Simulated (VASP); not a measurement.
## CuAu: single point with LDA

Crystal: CuAu.

```
CELL_PARAMETERS angstrom
2.81075 0.00000 0.00000
0.00000 2.81075 0.00000
0.00000 0.00000 3.68500
ATOMIC_POSITIONS crystal
Cu 0.50000 0.50000 0.50000
Au 0.00000 0.00000 0.00000
```

```yaml
Program: VASP 6.6.1
Task: single point
Functional: LDA
Potentials_or_basis: VASP PAW LDA potentials, release 64 (Cu, Au)
Cutoff: 520 eV
k_mesh: 12 × 12 × 9
Occupations: fermi-dirac, width 0.08 eV
Spin: no spin polarisation
Dipole_correction: no
Further_INCAR_settings: ALGO = Normal; EDIFF = 1e-07; NBANDS = 18
```

```json
{
  "Pressure": "-8.4 GPa",
  "Band gap on the k mesh": "zero (bands 11 and 12 overlap by 7.15 eV)"
}
```

Stress tensor (GPa, compression positive):
```
-8.04  0.00  0.00
 0.00 -8.04  0.00
 0.00  0.00 -9.07
```

Levels at points of the mesh, in eV from the Fermi level:
| k point | band 8 | band 9 | band 10 | band 11 | band 12 | band 13 | band 14 | band 15 |
| --- | --- | --- | --- | --- | --- | --- | --- | --- |
| (0.00, 0.00, 0.00) | -2.12 | -1.67 | -1.45 | -1.45 | 2.11 | 8.05 | 10.00 | 10.00 |
| (0.50, 0.00, 0.00) | -2.95 | -2.40 | -2.20 | -0.85 | -0.09 | 9.43 | 9.53 | 11.35 |
| (0.50, 0.50, 0.00) | -1.60 | -1.36 | -1.36 | 0.69 | 0.69 | 5.19 | 6.84 | 10.03 |

Wall time 38 s on 1 thread of AMD EPYC 9R45 96-Core Processor (Zen 5) (shared host), peak memory 0.16 GiB.

Caveat: the cell stands under tension; spin-orbit coupling is left out, which moves the levels of the heavy elements.
